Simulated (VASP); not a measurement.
A run of VASP 6.6.1 is set up as follows.

File INCAR:

```
SYSTEM = BaS
ALGO = Normal ; EDIFF = 1E-7
ENCUT = 520 ; GGA = PE
ISIF = 2 ; ISMEAR = -1
LASPH = .True. ; LCHARG = .False.
LREAL = .False. ; LWAVE = .False.
NBANDS = 15 ; NELM = 60
PREC = Accurate ; SIGMA = 0.02
```

The input KPOINTS:

```
k-points
0
Gamma
  8 8 8
  0 0 0
```

POSCAR

```
BaS
1.0
    0.0000000000      3.0220860497      3.0220860497
    3.0220860497      0.0000000000      3.0220860497
    3.0220860497      3.0220860497      0.0000000000
Ba S
1 1
Direct
    0.0000000000      0.0000000000      0.0000000000
    0.5000000000      0.5000000000      0.5000000000
```

Potentials or basis: VASP PAW PBE potentials, release 64 (Ba_sv, S).

Command:

```sh
$ cat potpaw_PBE.64/Ba_sv/POTCAR potpaw_PBE.64/S/POTCAR > POTCAR
$ mpirun -np 1 vasp_std > vasp.out
```

Question: Predict the band gap on the k mesh.

Answer: 1.74 eV, indirect (least direct gap 1.74 eV).

Question: Estimate the pressure.

Answer: 12.8 GPa.

Caveat: the cell differs from its parent crystal (strain -5.9%); spin-orbit coupling is left out, which moves the levels of the heavy elements. A k mesh can miss the band edges.
